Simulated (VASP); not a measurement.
Runs of VASP 6.6.1 on ZnSe. The structure is that of space group F-43m (No. 216), or close to it. The cells are those of the table. 

```tsv
task	level	cell	k mesh	cutoff (eV)	smearing	grid for exact exchange (PRECFOCK)	exchange at q = 0	share of exact exchange	dipole correction	gap on the mesh (eV)	pressure (GPa)
band structure	PBE0	a = 4.008 Å, angles 60.0°, 2 atoms	6 × 6 × 6	520	gaussian 0.02 eV	Fast	truncated	0.25	-	3.04	(b)
single point	b88 exchange, pbe correlation	a = 4.086 Å, angles 60.0°, 2 atoms	8 × 8 × 8	500	fermi-dirac 0.05 eV	-	-	-	no	1.06	-1.2
single point	BLYP+D4	a = 4.022 Å, angles 60.0°, 2 atoms	8 × 8 × 8	500	fermi-dirac 0.05 eV	-	-	-	no	1.23	0.3
single point	PBEsol	a = 3.731 Å, angles 60.0°, 2 atoms	8 × 8 × 8	520	fermi-dirac 0.05 eV	-	-	-	no	2.09	(a)
single point	r2SCAN+rVV10	a = 4.008 Å, angles 60.0°, 2 atoms	8 × 8 × 8	550	tetrahedron	-	-	-	no	1.82	-0.7
```

Alike in all rows: potentials or basis VASP PAW PBE potentials, release 64 (Se, Zn); no spin polarisation.

Problem. Fill in the values left out.

Solution. (a) 20.5; (b) 1.0.

Caveats: the PAW data sets were made with another functional, which shifts forces and pressure a little; the cell stands under pressure (at least some runs).

A k mesh can miss the band edges, and the runs leave out spin-orbit coupling on Se.
